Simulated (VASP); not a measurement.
Input of a VASP 6.6.1 run:

File INCAR:

```
SYSTEM = Mg2Sn
ALGO = Normal
EDIFF = 1E-8
ENCUT = 520
GGA = PE
GGA_COMPAT = .False.
ISIF = 2
ISMEAR = -1
LASPH = .True.
LCHARG = .False.
LEFG = .True.
LREAL = .False.
LWAVE = .False.
NBANDS = 16
NELM = 120
PREC = Accurate
SIGMA = 0.08
```

KPOINTS

```
k-points
0
Gamma
  11 11 11
  0 0 0
```

Contents of POSCAR:

```
Mg2Sn
1.0
    0.0000000000      3.3795000000      3.3795000000
    3.3795000000      0.0000000000      3.3795000000
    3.3795000000      3.3795000000      0.0000000000
Mg Sn
2 1
Direct
    0.2500000000      0.2500000000      0.2500000000
    0.7500000000      0.7500000000      0.7500000000
    0.0000000000      0.0000000000      0.0000000000
```

Potentials or basis: VASP PAW PBE potentials, release 64 (Mg, Sn_d).

Run with:

```sh
$ cat potpaw_PBE.64/Mg/POTCAR potpaw_PBE.64/Sn_d/POTCAR > POTCAR
$ mpirun -np 1 vasp_std > vasp.out
```

Problem. Estimate the pressure.

Solution. 1.0 GPa.

Problem. What does it give for the band gap on the k mesh?

Solution. Zero (band 9 reaches 4.28 eV, above the bottom of band 10 at 4.16 eV).

Caveat: without QUAD_EFG the Cq values of the log hold for a quadrupole moment of 1 mb, not for the nuclei; spin-orbit coupling is left out, which moves the levels of the heavy elements.
